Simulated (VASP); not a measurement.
# Sn in VASP: a series of runs, part 2 of 2

VASP 6.6.1. Earlier steps stand in the parts before.

## Step 5: Single point, PBE

The input, INCAR:

```
ALGO = Normal
EDIFF = 1E-6
ENCUT = 520
GGA = PE
ISIF = 2
ISMEAR = -1
LASPH = T
LCHARG = F
LREAL = F
LWAVE = F
NBANDS = 21
NELM = 100
PREC = Accurate
SIGMA = 0.05
```

The input, KPOINTS:

```
k-points
0
Gamma
  8 8 8
```

The input, POSCAR:

```
Sn
1.0
   -2.9548411576      2.9548411576      1.5993019889
    2.9548411576     -2.9548411576      1.5993019889
    2.9254397530      2.9254397530     -1.5993019889
Sn
2
Direct
    0.0000000000      0.0000000000      0.0000000000
    0.7500000000      0.2500000000      0.5000000000
```

Potentials or basis: VASP PAW PBE potentials, release 64 (Sn_d).

The run is started by

```sh
cat potpaw_PBE.64/Sn_d/POTCAR > POTCAR
mpirun -np 1 vasp_std > vasp.out
```

OUTCAR:

```text
EDIFF = 1E-6
   ENCUT = 520
   GGA = PE
   ISIF = 2
   ISMEAR = -1
   LASPH = T
   LREAL = F
   NELM = 100
   PREC = Accurate

 ion  position               nearest neighbor table
   1  0.000  0.000  0.000-   2 3.05   2 3.05   2 3.05   2 3.05
   2  0.750  0.250  0.500-   1 3.05   1 3.05   1 3.05   1 3.05

  LATTYP: Found a face centered orthorhombic cell.
 ALAT       =     3.1986039778
 B/A-ratio  =     2.5868764019
 C/A-ratio  =     2.6128751598

  Lattice vectors:

 A1 = (  -0.0294014046,   5.8802809106,  -0.0000000000)
 A2 = (  -2.9548411576,   2.9548411576,   1.5993019889)
 A3 = (   2.9254397530,   2.9254397530,   1.5993019889)

Analysis of symmetry for initial positions (statically):
=====================================================================
 Subroutine PRICEL returns:
 Original cell was already a primitive cell.

 Routine SETGRP: Setting up the symmetry group for a
 face centered orthorhombic supercell.

 Subroutine GETGRP returns: Found  8 space group operations
 (whereof  4 operations were pure point group operations)
 out of a pool of  8 trial point group operations.

The static configuration has the point symmetry D_2 .
 The point group associated with its full space group is D_2h.

Analysis of symmetry for dynamics (positions and initial velocities):
=====================================================================
 Subroutine PRICEL returns:
 Original cell was already a primitive cell.

 Routine SETGRP: Setting up the symmetry group for a
 face centered orthorhombic supercell.

 Subroutine GETGRP returns: Found  8 space group operations
 (whereof  4 operations were pure point group operations)
 out of a pool of  8 trial point group operations.

[... 111 lines left out ...]
   PSTRESS=    0.0 pullay stress
   NELECT =      28.0000    total number of electrons
   NUPDOWN=      -1.0000    fix difference up-down
   EMIN   =  10.00;   EMAX   =-10.00  energy-range for DOS
   EFERMI =   0.00;   METHOD = LEGACY
   ISMEAR =    -1;   SIGMA  =   0.05  broadening in eV -4-tet -1-fermi 0-gaus
   EFERMI_NEDOS =   21; number of points for ismear=-14 and -15
   IALGO  =     38    algorithm
   IMIX   =      4    mixing-type and parameters
     AMIX     =   0.40;   BMIX     =  1.00
     AMIX_MAG =   1.60;   BMIX_MAG =  1.00
  volume/ion in A,a.u.               =      27.65       186.59
  Fermi-wavevector in a.u.,A,eV,Ry     =   1.304835  2.465781 23.165202  1.702594
  Thomas-Fermi vector in A             =   2.435744
   LORBIT       =      0    0 simple, 1 ext, 2 COOP (PROOUT), +10 PAW based schemes
   GGA     = PE    functional components
   LHFCALC =     F    Hartree Fock is set to
   AEXX    =    0.0000 exact exchange contribution
   IVDW    =     0    specifies the selected vdW correction
   LEPSILON=     F    determine dielectric tensor
   LRPA    =     F    only Hartree local field effects (RPA)
 non-spin polarized calculation
  energy-cutoff  :      520.00
  volume of cell :       55.30
 maximum number of plane-waves:      1506
 NGX is ok and might be reduce to    36
   NGX = 17   NGY = 17   NGZ = 17

 number of electron      27.9999991 magnetization

 Free energy of the ion-electron system (eV)
  ---------------------------------------------------
  ext. energy  EPLUGINS =         0.00000000
  ---------------------------------------------------
  free energy    TOTEN  =        -7.59315744 eV

  energy without entropy =       -7.58269254  energy(sigma->0) =       -7.58792499

 E-fermi :   7.7224     XC(G=0): -10.2173

 val. band max:        7.7079234730   @ k =  -0.2500   0.2500   0.2500
 cond. band min:       7.7316773837   @ k =  -0.1250   0.3750   0.2500
 fundamental gap:      0.0237539107
 Fermi energy:         7.7223688432

 k-point     1 :       0.0000    0.0000    0.0000
  band No.  band energies     occupation
      1     -13.8859      2.00000
      2     -13.8042      2.00000
      3     -13.7658      2.00000
      4     -13.7515      2.00000
      5     -13.6113      2.00000
      6     -13.6110      2.00000
[... 565 lines left out ...]
     20      15.7723      0.00000
     21      15.9880      0.00000

 [... further k-points ...]

------------------------ aborting loop because EDIFF is reached ----------------------------------------

  FORCE on cell =-STRESS in cart. coord.  units (eV):
  Direction    XX          YY          ZZ          XY          YZ          ZX
  --------------------------------------------------------------------------------------
  -------------------------------------------------------------------------------------
  Total        0.3263751      0.3263751      0.7945527      0.0822173      0.0000000      0.0000000
  in kB        9.4560962      9.4560962     23.0206473      2.3820888      0.0000000      0.0000000
  external PRESSURE =      13.9776133 kB  Pullay stress =       0.0000000 kB

 VOLUME and BASIS-vectors are now :
 -----------------------------------------------------------------------------
  energy-cutoff  :      520.00
  volume of cell :       55.30
      direct lattice vectors                 reciprocal lattice vectors
    -2.954841158  2.954841158  1.599301989     0.000850321  0.170064154  0.312636390
     2.954841158 -2.954841158  1.599301989     0.170064154  0.000850321  0.312636390
     2.925439753  2.925439753 -1.599301989     0.170914475  0.170914475  0.000000000

 POSITION                                       TOTAL-FORCE (eV/Angst)
 -----------------------------------------------------------------------------------
      0.00000      0.00000      0.00000        -0.000000     -0.000000     -0.000000
     -0.01470      2.94014      0.79965         0.000000      0.000000      0.000000
 -----------------------------------------------------------------------------------
    total drift:                               -0.000000      0.000000     -0.000000

  FREE ENERGIE OF THE ION-ELECTRON SYSTEM (eV)
  ---------------------------------------------------
  free  energy   TOTEN  =        -7.5931574416 eV

  energy  without entropy=       -7.5826925435  energy(sigma->0) =       -7.58792499
```

OSZICAR:

```text
N       E                     dE             d eps       ncg     rms          rms(c)
DAV:   1     0.221047076305E+03    0.22105E+03   -0.14417E+04  4028   0.206E+03
DAV:   2     0.148993428555E+02   -0.20615E+03   -0.20210E+03  4015   0.448E+02
DAV:   3    -0.689504017203E+01   -0.21794E+02   -0.21635E+02  4665   0.134E+02
DAV:   4    -0.758343371224E+01   -0.68839E+00   -0.68807E+00  4523   0.263E+01
DAV:   5    -0.761135877600E+01   -0.27925E-01   -0.27924E-01  5664   0.497E+00    0.230E+00
DAV:   6    -0.759655295237E+01    0.14806E-01   -0.30585E-02  5419   0.245E+00    0.129E+00
DAV:   7    -0.759319371509E+01    0.33592E-02   -0.17859E-02  5375   0.188E+00    0.163E-01
DAV:   8    -0.759315056169E+01    0.43153E-04   -0.19467E-03  4851   0.580E-01    0.375E-02
DAV:   9    -0.759315824772E+01   -0.76860E-05   -0.61392E-05  5335   0.709E-02    0.113E-02
DAV:  10    -0.759315744155E+01    0.80617E-06   -0.65642E-06  4884   0.338E-02
   1 F= -.75931574E+01 E0= -.75879250E+01  d E =-.104649E-01
```

Run time: 2.1 min. Hardware: 1 thread of Intel Xeon 8259CL, shared host; peak memory 0.25 GiB.

Results:

```yaml
Free_energy: -7.5932 eV
Pressure: 1.4 GPa
Band_gap_on_the_k_mesh: zero (bands 14 and 15 overlap by 3.59 eV)
```

Stress tensor (GPa, compression positive):
```
0.95 0.24 0.00
0.24 0.95 0.00
0.00 0.00 2.30
```

Levels at points of the mesh, in eV from the Fermi level:
| k point | band 12 | band 13 | band 14 | band 15 | band 16 | band 17 |
| --- | --- | --- | --- | --- | --- | --- |
| (0.00, 0.00, 0.00) | -3.68 | -1.98 | -1.84 | 3.02 | 6.13 | 6.17 |
| (0.50, 0.00, 0.00) | -5.31 | -2.30 | -1.64 | -1.08 | 2.29 | 2.83 |
| (0.50, 0.50, 0.00) | -8.79 | 0.66 | 0.66 | 1.63 | 1.63 | 6.01 |
| (0.00, 0.00, 0.50) | -8.75 | 0.57 | 0.57 | 1.49 | 1.49 | 5.97 |
| (0.50, 0.50, 0.50) | -7.48 | -4.68 | -4.68 | 5.03 | 5.03 | 9.21 |

Caveat: spin-orbit coupling is left out, which moves the levels of the heavy elements.

## Step 6: Overview

```tsv
task	level	cell	k mesh	cutoff (eV)	gap on the mesh (eV)	pressure (GPa)
relaxation of cell and atoms	PBEsol	relaxed to 30 GPa from a = 4.455 Å, angles 97.4, 97.4, 137.9°, 2 atoms	9 × 9 × 9	600	none	30.0
single point	PBE	a = 4.455 Å, angles 97.4, 97.4, 137.9°, 2 atoms	8 × 8 × 8	520	none	1.4
single point	PBE	a = 4.494, b = 4.494, c = 4.416 Å, angles 97.4, 97.4, 138.3°, 2 atoms	8 × 8 × 8	520	none	1.4
single point	PBE	a = 4.474, b = 4.474, c = 4.436 Å, angles 97.4, 97.4, 138.1°, 2 atoms	8 × 8 × 8	520	none	1.4
```

Alike in all rows: potentials or basis VASP PAW PBE potentials, release 64 (Sn_d); no spin polarisation; smearing fermi-dirac 0.05 eV.

Caveats: spin-orbit coupling is left out, which moves the levels of the heavy elements; the cell is relaxed towards a set pressure, so the run minimises the enthalpy, not the energy (at least some runs); the PAW data sets were made with another functional, which shifts forces and pressure a little (at least some runs).

Total energies depend on the potentials used, so only differences within one code and one set of settings carry meaning.
